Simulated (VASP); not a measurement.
# Si20H10CF2 in VASP: further runs

Runs on Si20H10CF2. Level: PBEsol. Tasks: single point.

Everything below comes from runs of VASP 6.6.1. Logs are shortened: lines on timing, memory, paths and dates and some standing lists are left out, and cuts for length are marked.

### Step 1. The cell of the first run

The cell holds a slab with vacuum, 33 atoms: a = 7.679 Å, b = 7.679 Å, c = 22.254 Å, α = 90.00°, β = 90.00°, γ = 90.00°.

### Step 2. Single point, PBEsol

The input, INCAR:

```
ALGO = Normal
EDIFF = 1E-6
ENCUT = 520
GGA = PS
ISIF = 2
ISMEAR = -1
LASPH = True
LCHARG = True
LELF = True
LREAL = Auto
LVHAR = True
LWAVE = False
NBANDS = 76
NELM = 80
PREC = Accurate
SIGMA = 0.05
```

The input, KPOINTS:

```
k-points
0
Gamma
  1 1 1
```

The input, POSCAR:

```
Si20H10CF2
1.0
    7.6791800000      0.0000000000      0.0000000000
    0.0000000000      7.6791800000      0.0000000000
    0.0000000000      0.0000000000     22.2543620000
H Si C F
10 20 1 2
Direct
    0.4093926695      0.0000000000      0.0449350109
    0.0906086327      0.0000000000      0.0449350109
    0.9093939718      0.0000000000      0.0449350109
    0.5906099349      0.0000000000      0.0449350109
    0.4093926695      0.5000013022      0.0449350109
    0.0906086327      0.5000013022      0.0449350109
    0.9093939718      0.5000013022      0.0449350109
    0.5906099349      0.5000013022      0.0449350109
    0.2423435836      0.4731494769      0.3816914635
    0.7745097784      0.4922530791      0.3778809745
    0.2500006511      0.0000000000      0.0838262629
    0.7500019533      0.0000000000      0.0838262629
    0.2500006511      0.5000013022      0.0838262629
    0.7500019533      0.5000013022      0.0838262629
    0.2499615844      0.2470185619      0.1419946346
    0.7499498644      0.2472529619      0.1419901411
    0.2499615844      0.7516687980      0.1470722908
    0.7500800867      0.7514474202      0.1470992518
   -0.0002734667      0.2513419402      0.1981499178
    0.5001185022      0.2513028735      0.1983880733
    0.0000781333      0.7580236431      0.2097746051
    0.5001054800      0.7579455098      0.2099768126
    0.0000130222      0.0068366675      0.2681092363
    0.4999752578      0.0070320008      0.2680283533
    0.0012240890      0.4890626343      0.2600928303
    0.5001054800      0.4890365898      0.2613330366
    0.2502350511      0.0892543214      0.3085732136
    0.7501451978      0.0898793882      0.3087754212
    0.2493104733      0.4112939142      0.3199462649
    0.7531272870      0.4134425811      0.3190520582
    0.6038014476      0.3229120818      0.4370828514
    0.5227511271      0.4421175178      0.4697416174
    0.7408212856      0.2795610990      0.4699842665
```

Potentials or basis: VASP PAW PBE potentials, release 64 (H, Si, C, F).

Run with:

```sh
$ cat potpaw_PBE.64/H/POTCAR potpaw_PBE.64/Si/POTCAR potpaw_PBE.64/C/POTCAR potpaw_PBE.64/F/POTCAR > POTCAR
$ mpirun -np 1 vasp_gam > vasp.out
```

OUTCAR:

```text
EDIFF = 1E-6
   ENCUT = 520
   GGA = PS
   ISIF = 2
   ISMEAR = -1
   LASPH = True
   LREAL = Auto
   NELM = 80
   PREC = Accurate

 ion  position               nearest neighbor table
   1  0.409  0.000  0.045-  11 1.50
   2  0.091  0.000  0.045-  11 1.50
   3  0.909  0.000  0.045-  12 1.50
   4  0.591  0.000  0.045-  12 1.50
   5  0.409  0.500  0.045-  13 1.50
   6  0.091  0.500  0.045-  13 1.50
   7  0.909  0.500  0.045-  14 1.50
   8  0.591  0.500  0.045-  14 1.50
   9  0.242  0.473  0.382-  29 1.45
  10  0.775  0.492  0.378-  30 1.45
  11  0.250  0.000  0.084-   1 1.50   2 1.50  15 2.30  17 2.37
  12  0.750  0.000  0.084-   4 1.50   3 1.50  16 2.30  18 2.37
  13  0.250  0.500  0.084-   5 1.50   6 1.50  15 2.33  17 2.39
  14  0.750  0.500  0.084-   8 1.50   7 1.50  16 2.33  18 2.39
  15  0.250  0.247  0.142-  19 2.29  20 2.29  11 2.30  13 2.33
  16  0.750  0.247  0.142-  19 2.29  20 2.29  12 2.30  14 2.33
[... 8 lines left out ...]
  25  0.001  0.489  0.260-  19 2.29  21 2.35  30 2.39  29 2.40
  26  0.500  0.489  0.261-  20 2.30  22 2.36  30 2.40  29 2.40
  27  0.250  0.089  0.309-  24 2.21  23 2.21  29 2.49
  28  0.750  0.090  0.309-  23 2.22  24 2.22  30 2.50
  29  0.249  0.411  0.320-   9 1.45  25 2.40  26 2.40  27 2.49
  30  0.753  0.413  0.319-  10 1.45  25 2.39  26 2.40  28 2.50
  31  0.604  0.323  0.437-  32 1.32  33 1.32
  32  0.523  0.442  0.470-  31 1.32
  33  0.741  0.280  0.470-  31 1.32

  LATTYP: Found a simple tetragonal cell.
 ALAT       =     7.6791800000
 C/A-ratio  =     2.8980128087

  Lattice vectors:

 A1 = (   7.6791800000,   0.0000000000,   0.0000000000)
 A2 = (   0.0000000000,   7.6791800000,   0.0000000000)
 A3 = (   0.0000000000,   0.0000000000,  22.2543620000)

Analysis of symmetry for initial positions (statically):
=====================================================================
 Subroutine PRICEL returns:
 Original cell was already a primitive cell.

 Routine SETGRP: Setting up the symmetry group for a
 simple tetragonal supercell.

 Subroutine GETGRP returns: Found  1 space group operations
 (whereof  1 operations were pure point group operations)
 out of a pool of 16 trial point group operations.

The static configuration has the point symmetry C_1 .

Analysis of symmetry for dynamics (positions and initial velocities):
=====================================================================
 Subroutine PRICEL returns:
 Original cell was already a primitive cell.

 Routine SETGRP: Setting up the symmetry group for a
 simple tetragonal supercell.

 Subroutine GETGRP returns: Found  1 space group operations
 (whereof  1 operations were pure point group operations)
 out of a pool of 16 trial point group operations.

The dynamic configuration has the point symmetry C_1 .

 Subroutine INISYM returns: Found  1 space group operations
 (whereof  1 operations are pure point group operations),
 and found     1 'primitive' translations

----------------------------------------------------------------------------------------

                                     Primitive cell

  volume of cell :    1312.3354

  direct lattice vectors                    reciprocal lattice vectors
     7.679180000  0.000000000  0.000000000     0.130222237  0.000000000  0.000000000
     0.000000000  7.679180000  0.000000000     0.000000000  0.130222237  0.000000000
     0.000000000  0.000000000 22.254362000     0.000000000  0.000000000  0.044935011

  length of vectors
     7.679180000  7.679180000 22.254362000     0.130222237  0.130222237  0.044935011

  position of ions in fractional coordinates (direct lattice)
     0.409392670  0.000000000  0.044935011
     0.090608633  0.000000000  0.044935011
     0.909393972  0.000000000  0.044935011
     0.590609935  0.000000000  0.044935011
     0.409392670  0.500001302  0.044935011
     0.090608633  0.500001302  0.044935011
[... 25 lines left out ...]
     0.522751127  0.442117518  0.469741617
     0.740821286  0.279561099  0.469984266

  ion indices of the primitive-cell ions
   primitive index   ion index
                 1           1
                 2           2
                 3           3
                 4           4
                 5           5
                 6           6
[... 25 lines left out ...]
                32          32
                33          33

----------------------------------------------------------------------------------------

 KPOINTS: k-points

Automatic generation of k-mesh.
 Grid dimensions read from file:
 generate k-points for:    1    1    1

 Generating k-lattice:

  Cartesian coordinates                     Fractional coordinates (reciprocal lattice)
     0.130222237  0.000000000  0.000000000     1.000000000  0.000000000  0.000000000
     0.000000000  0.130222237  0.000000000     0.000000000  1.000000000  0.000000000
     0.000000000  0.000000000  0.044935011     0.000000000  0.000000000  1.000000000

  Length of vectors
     0.130222237  0.130222237  0.044935011

  Shift w.r.t. Gamma in fractional coordinates (k-lattice)
     0.000000000  0.000000000  0.000000000

 Subroutine IBZKPT returns following result:
 ===========================================

 Found      1 irreducible k-points:

 Following reciprocal coordinates:
            Coordinates               Weight
  0.000000  0.000000  0.000000      1.000000
   k-points           NKPTS =      1   k-points in BZ     NKDIM =      1   number of bands    NBANDS=     76
   number of dos      NEDOS =    301   number of ions     NIONS =     33
   total plane-waves  NPLWV = 604800
   dimension x,y,z NGX =    60 NGY =   60 NGZ =  168
   dimension x,y,z NGXF=   120 NGYF=  120 NGZF=  336
   ions per type =              10  20   1   2
   NGX,Y,Z   is equivalent  to a cutoff of  12.99, 12.99, 12.55 a.u.
   NGXF,Y,Z  is equivalent  to a cutoff of  25.98, 25.98, 25.10 a.u.
 SYSTEM =  unknown system
   PREC   = accura    normal or accurate (medium, high low for compatibility)
   ISTART =      0    job   : 0-new  1-cont  2-samecut
   ICHARG =      2    charge: 1-file 2-atom 10-const
   ISPIN  =      1    spin polarized calculation?
   LNONCOLLINEAR =      F non collinear calculations
   LSORBIT =      F    spin-orbit coupling
   LASPH  =      T    aspherical Exc in radial PAW
   ENCUT  =  520.0 eV  38.22 Ry    6.18 a.u.  14.28 14.28 41.38*2*pi/ulx,y,z
   NELM   =     80;   NELMIN=  2; NELMDL= -5     # of ELM steps
   EDIFF  = 0.1E-05   stopping-criterion for ELM
   LREAL  =      T    real-space projection
   EDIFFG = 0.1E-04   stopping-criterion for IOM
   NSW    =      0    number of steps for IOM
   IBRION =     -1    ionic relax: 0-MD 1-quasi-New 2-CG
   NFREE  =      0    steps in history (QN), initial steepest desc. (CG)
   ISIF   =      2    stress and relaxation
   ISYM   =      2    0-nonsym 1-usesym 2-fastsym
   POTIM  = 0.5000    time-step for ionic-motion
   TEBEG  =    0.0;   TEEND  =   0.0 temperature during run
   PSTRESS=    0.0 pullay stress
   NELECT =     108.0000    total number of electrons
   NUPDOWN=      -1.0000    fix difference up-down
   EMIN   =  10.00;   EMAX   =-10.00  energy-range for DOS
   EFERMI =   0.00;   METHOD = LEGACY
   ISMEAR =    -1;   SIGMA  =   0.05  broadening in eV -4-tet -1-fermi 0-gaus
   EFERMI_NEDOS =   21; number of points for ismear=-14 and -15
   IALGO  =     38    algorithm
   IMIX   =      4    mixing-type and parameters
     AMIX     =   0.40;   BMIX     =  1.00
     AMIX_MAG =   1.60;   BMIX_MAG =  1.00
  volume/ion in A,a.u.               =      39.77       268.37
  Fermi-wavevector in a.u.,A,eV,Ry     =   0.712089  1.345654  6.899122  0.507071
  Thomas-Fermi vector in A             =   1.799373
   LORBIT       =      0    0 simple, 1 ext, 2 COOP (PROOUT), +10 PAW based schemes
   GGA     = PS    functional components
   LHFCALC =     F    Hartree Fock is set to
   AEXX    =    0.0000 exact exchange contribution
   IVDW    =     0    specifies the selected vdW correction
   LEPSILON=     F    determine dielectric tensor
   LRPA    =     F    only Hartree local field effects (RPA)
 non-spin polarized calculation
  energy-cutoff  :      520.00
  volume of cell :     1312.34
 maximum number of plane-waves:     17654
 NGX is ok and might be reduce to    60
   NGX = 29   NGY = 29   NGZ = 83

 number of electron     107.9999997 magnetization

 Free energy of the ion-electron system (eV)
  ---------------------------------------------------
  ext. energy  EPLUGINS =         0.00000000
  ---------------------------------------------------
  free energy    TOTEN  =      -149.75358079 eV

  energy without entropy =     -149.73408985  energy(sigma->0) =     -149.74383532

 E-fermi :  -1.0350     XC(G=0):  -4.0617

 val. band max:       -1.2300119695   @ k =   0.0000   0.0000   0.0000
 cond. band min:      -0.8399661754   @ k =   0.0000   0.0000   0.0000
 fundamental gap:      0.3900457941
 Fermi energy:        -1.0349746419

 k-point     1 :       0.0000    0.0000    0.0000
  band No.  band energies     occupation
      1     -29.9903      2.00000
      2     -28.0617      2.00000
      3     -13.9462      2.00000
      4     -12.7927      2.00000
      5     -11.5648      2.00000
      6     -11.2696      2.00000
[... 58 lines left out ...]
     65       1.3851      0.00000
     66       1.4116      0.00000
 [bands above 66 left out]

------------------------ aborting loop because EDIFF is reached ----------------------------------------

  FORCE on cell =-STRESS in cart. coord.  units (eV):
  Direction    XX          YY          ZZ          XY          YZ          ZX
  --------------------------------------------------------------------------------------
  -------------------------------------------------------------------------------------
  Total       34.7153568      6.1762516     -2.4142899     -0.0559159      3.6405504     -0.4935203
  in kB       42.3825782      7.5403363     -2.9475091     -0.0682655      4.4446010     -0.6025190
  external PRESSURE =      15.6584685 kB  Pullay stress =       0.0000000 kB

 VOLUME and BASIS-vectors are now :
 -----------------------------------------------------------------------------
  energy-cutoff  :      520.00
  volume of cell :     1312.34
      direct lattice vectors                 reciprocal lattice vectors
     7.679180000  0.000000000  0.000000000     0.130222237  0.000000000  0.000000000
     0.000000000  7.679180000  0.000000000     0.000000000  0.130222237  0.000000000
     0.000000000  0.000000000 22.254362000     0.000000000  0.000000000  0.044935011

 POSITION                                       TOTAL-FORCE (eV/Angst)
 -----------------------------------------------------------------------------------
      3.14380      0.00000      1.00000        -0.777888     -0.048204      0.045296
      0.69580      0.00000      1.00000         0.792615     -0.047204      0.069710
      6.98340      0.00000      1.00000        -0.796635     -0.049597      0.065329
      4.53540      0.00000      1.00000         0.779066     -0.052318      0.050810
      3.14380      3.83960      1.00000        -0.899962      0.070763      0.090941
      0.69580      3.83960      1.00000         0.899807      0.078589      0.085858
[... 25 lines left out ...]
      4.01430      3.39510     10.45380        -0.020232      0.129352     -0.042891
      5.68890      2.14680     10.45920         0.070215     -0.079153      0.031132
 -----------------------------------------------------------------------------------
    total drift:                                0.004197      0.021392      0.016720

  FREE ENERGIE OF THE ION-ELECTRON SYSTEM (eV)
  ---------------------------------------------------
  free  energy   TOTEN  =      -149.7535807905 eV

  energy  without entropy=     -149.7340898537  energy(sigma->0) =     -149.74383532
```

Wall time 4 min (1 thread of AMD EPYC 7R13 (Zen 3), shared host); peak memory 1.1 GiB.

What came out:

```yaml
Free_energy: -149.7536 eV
Largest_force: 2.125 eV/Å
```

Forces in eV/Å, atoms in the order of the input:
```
H   -0.778 -0.048  0.045
H    0.793 -0.047  0.070
H   -0.797 -0.050  0.065
H    0.779 -0.052  0.051
H   -0.900  0.071  0.091
H    0.900  0.079  0.086
H   -0.901  0.075  0.085
H    0.902  0.076  0.086
H   -0.023  0.192  0.809
H    0.075  0.314  0.929
Si   0.038 -0.371 -0.023
Si  -0.016 -0.372 -0.010
Si  -0.008  0.198  0.281
Si   0.000  0.205  0.264
Si   0.015  0.270 -0.307
Si  -0.017  0.255 -0.316
Si   0.019  0.051  0.021
Si  -0.007  0.054  0.026
Si  -0.002 -0.336  0.266
Si  -0.016 -0.276  0.322
Si  -0.014 -0.916 -0.352
Si   0.008 -0.972 -0.325
Si   0.029 -0.172 -0.976
Si   0.008 -0.089 -0.961
Si   0.150  0.504  0.802
Si   0.013  0.472  0.922
Si  -0.026  1.202  1.002
Si   0.047  1.205  1.024
Si   0.057 -0.613 -1.955
Si  -0.227 -0.759 -1.972
C   -0.152 -0.201 -0.036
F   -0.020  0.129 -0.043
F    0.070 -0.079  0.031
```

Levels at points of the mesh, in eV from the Fermi level:
```tsv
k point	band 51	band 52	band 53	band 54	band 55	band 56	band 57	band 58
(0.00, 0.00, 0.00)	-0.99	-0.97	-0.57	-0.20	0.19	0.77	0.90	1.29
```

Caveat: the k points lie up to 0.82 Å⁻¹ apart; the PAW data sets were made with another functional, which shifts forces and pressure a little.

[end of part 1 of 2]
